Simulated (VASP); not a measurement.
Input of a VASP 6.6.1 run:

POSCAR

```
GaP
1.0
    0.0000000000      2.5889875000      2.7933812500
    2.5889875000      0.0000000000      2.7933812500
    2.5889875000      2.5889875000      0.0000000000
Ga P
1 1
Direct
    0.0000000000      0.0000000000      0.0000000000
    0.7500000000      0.7500000000      0.7500000000
```

File INCAR.step1:

```
SYSTEM = GaP
ALGO     = Normal         ! electronic algorithm
EDIFF    = 1E-4           ! SCF threshold, eV
ENCUT    = 520            ! plane-wave cutoff, eV
GGA      = PE             ! functional
ISMEAR   = 0              ! smearing method
LASPH    = .TRUE.         ! aspherical terms in the spheres
LCHARG   = .FALSE.        ! write CHGCAR
LREAL    = .FALSE.        ! projectors in reciprocal space
LWAVE    = .TRUE.         ! write WAVECAR
NBANDS   = 16             ! bands
NELM     = 80             ! most SCF steps
PREC     = Accurate       ! precision mode
SIGMA    = 0.05           ! smearing width, eV
```

Contents of INCAR.step2:

```
SYSTEM = GaP
ALGO     = Normal         ! electronic algorithm
EDIFF    = 1E-6           ! SCF threshold, eV
ENCUT    = 520            ! plane-wave cutoff, eV
ISIF     = 2              ! what is computed and relaxed
ISMEAR   = 0              ! smearing method
ISTART   = 1            
LASPH    = .TRUE.         ! aspherical terms in the spheres
LCHARG   = .FALSE.        ! write CHGCAR
LMIXTAU  = .TRUE.       
LREAL    = .FALSE.        ! projectors in reciprocal space
LWAVE    = .FALSE.        ! write WAVECAR
METAGGA  = R2SCAN         ! meta-GGA
NBANDS   = 16             ! bands
NELM     = 80             ! most SCF steps
PREC     = Accurate       ! precision mode
SIGMA    = 0.05           ! smearing width, eV
```

Contents of KPOINTS:

```
k-points
0
G
  8 8 8
  0 0 0
```

Potentials or basis: VASP PAW PBE potentials, release 64 (Ga_d, P).

Run with:

```console
$ cat potpaw_PBE.64/Ga_d/POTCAR potpaw_PBE.64/P/POTCAR > POTCAR
$ cp INCAR.step1 INCAR
$ mpirun -np 1 vasp_std > vasp.out
$ cp INCAR.step2 INCAR
$ mpirun -np 1 vasp_std > vasp.out
```

**Question.** Estimate the band gap on the k mesh.

**Answer.** 1.36 eV, indirect (least direct gap 2.81 eV).

**Question.** What does it give for the pressure?

**Answer.** 8.0 GPa.

Stress tensor (GPa, compression positive):
```
10.40  0.00  0.00
 0.00 10.40  0.00
 0.00  0.00  3.15
```

Caveat: the cell differs from its parent crystal (strain -0.050 along x and y, +0.025 along z); the PAW data sets were made with another functional, which shifts forces and pressure a little. A k mesh can miss the band edges.
